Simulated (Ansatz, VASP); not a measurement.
SnO2 in VASP and in Ansatz

INCAR

```
PREC = Accurate
ENCUT = 520
EDIFF = 1E-6
ISMEAR = 0
SIGMA = 0.05
LREAL = F
LASPH = T
NELM = 100
ALGO = Normal
ISIF = 2
LWAVE = F
LCHARG = T
GGA = CA
LELF = T
LVHAR = T
NBANDS = 64
```

KPOINTS

```
Automatic mesh
0
Gamma
  6 6 6
```

File POSCAR:

```
SnO2
1.0
    4.4759380308      0.0000000000      0.0000000000
    0.0000000000      5.2764269171      0.0000000000
    0.0000000000      0.0000000000      4.9520344901
Sn O
4 8
Direct
    0.5000000000      0.6673419135      0.7500000000
    0.0000000000      0.8326580865      0.2500000000
    0.5000000000      0.3326580865      0.2500000000
    0.0000000000      0.1673419135      0.7500000000
    0.7309254637      0.6050162923      0.0776916535
    0.2309254637      0.8949837077      0.9223083465
    0.7690745363      0.8949837077      0.5776916535
    0.2690745363      0.6050162923      0.4223083465
    0.7309254637      0.3949837077      0.5776916535
    0.2309254637      0.1050162923      0.4223083465
    0.7690745363      0.1050162923      0.0776916535
    0.2690745363      0.3949837077      0.9223083465
```

Input for Ansatz:

```yaml
crystal:
  lattice:
    - [4.4759380308, 0.0, 0.0]
    - [0.0, 5.2764269171, 0.0]
    - [0.0, 0.0, 4.9520344901]
  atoms:
    - { symbol: Sn, position: [0.5, 0.6673419135, 0.75] }
    - { symbol: Sn, position: [0.0, 0.8326580865, 0.25] }
    - { symbol: Sn, position: [0.5, 0.3326580865, 0.25] }
    - { symbol: Sn, position: [0.0, 0.1673419135, 0.75] }
    - { symbol: O, position: [0.7309254637, 0.6050162923, 0.0776916535] }
    - { symbol: O, position: [0.2309254637, 0.8949837077, 0.9223083465] }
    - { symbol: O, position: [0.7690745363, 0.8949837077, 0.5776916535] }
    - { symbol: O, position: [0.2690745363, 0.6050162923, 0.4223083465] }
    - { symbol: O, position: [0.7309254637, 0.3949837077, 0.5776916535] }
    - { symbol: O, position: [0.2309254637, 0.1050162923, 0.4223083465] }
    - { symbol: O, position: [0.7690745363, 0.1050162923, 0.0776916535] }
    - { symbol: O, position: [0.2690745363, 0.3949837077, 0.9223083465] }
basis:
  ecutwfc: 520.0
kpoints:
  mp_grid: { grid: [6, 6, 6] }
hamiltonian:
  xc: lda
  pseudopotentials: { kind: paw, azcp: { folder: soft_1 } }
scf:
  occupations: { method: gaussian, width: 0.05 }
output:
  forces: true
  stress: true
  eigenvalues: true
```

Change from the starting cell: volume 9.746 Å^3 an atom, stretch along b over the lengths across it, relative to the relaxed cell 0.9736.

Alike in both runs: task single point; functional LDA; k mesh 6 × 6 × 6; occupations gaussian, width 0.05 eV; no spin polarisation.

|  | VASP | Ansatz |
| --- | --- | --- |
| version | VASP 6.6.1 | Ansatz 0.2.0 |
| potentials or method | VASP PAW LDA potentials, release 64 (Sn_d, O), cutoff 520 eV | scalar-relativistic, plane waves, PAW |
| valence electrons in the cell | 104 | 104 |

|  | VASP | Ansatz | Ansatz less VASP |
| --- | --- | --- | --- |
| gap on the k mesh at the Fermi level (eV) | 3.65 | 3.61 | -0.038 |
| least direct gap on the mesh (eV) | 3.65 | 3.61 | -0.038 |
| rms of the force components (eV/Å) | 0.429 | 0.404 | -0.0251 |

Ansatz warns that its potentials were made for another functional, while VASP's fit it. LDA's correlation is that of Perdew and Zunger in VASP and of Perdew and Wang (1992) in Ansatz. Atom by atom the forces differ by 0.026 eV/Å (rms over components).
